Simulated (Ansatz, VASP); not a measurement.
# TaN: VASP beside Ansatz

```
Ta N
1.0
     0.00000   -2.18744   -2.18744
     0.00000    2.18744   -2.18744
     4.37489    0.00000    0.00000
Ta N
2 2
Direct
  0.50000 0.50000 0.99304
  0.00000 0.00000 0.50696
  0.50000 0.50000 0.48510
  0.00000 0.00000 0.01490
```

Change from the starting cell: mode 1 frozen in at -0.065 Å and mode 2 at +0.000 Å (largest displacements).

Alike in both runs: task single point; functional PBEsol; k mesh 14 × 14 × 10; occupations gaussian, width 0.15 eV; no spin polarisation.

|  | VASP | Ansatz |
| --- | --- | --- |
| version | VASP 6.6.1 | Ansatz 0.2.0 |
| potentials or method | VASP PAW PBE potentials, release 64 (Ta_sv_GW, N), cutoff 600 eV | scalar-relativistic, plane waves, PAW |
| valence electrons in the cell | 36 | 36 |

Ansatz gave:

* gap on the k mesh at the Fermi level (eV): none
* pressure (GPa): 0.0
* traceless stress, the component that is largest in VASP (GPa): 2.75
* rms of the force components (eV/Å): 0.403

Q: Which values does VASP return?

A: gap on the k mesh at the Fermi level (eV): none; pressure (GPa): 0.3; traceless stress, the component that is largest in VASP (GPa): 2.76; rms of the force components (eV/Å): 0.405.

VASP's potentials were made for PBE, not for PBEsol, and Ansatz warns of the same on its side. Atom by atom the forces differ by 0.003 eV/Å (rms over components). A gap of «none» marks a metal or a gap that the smearing closes.

Spin-orbit coupling is off throughout.
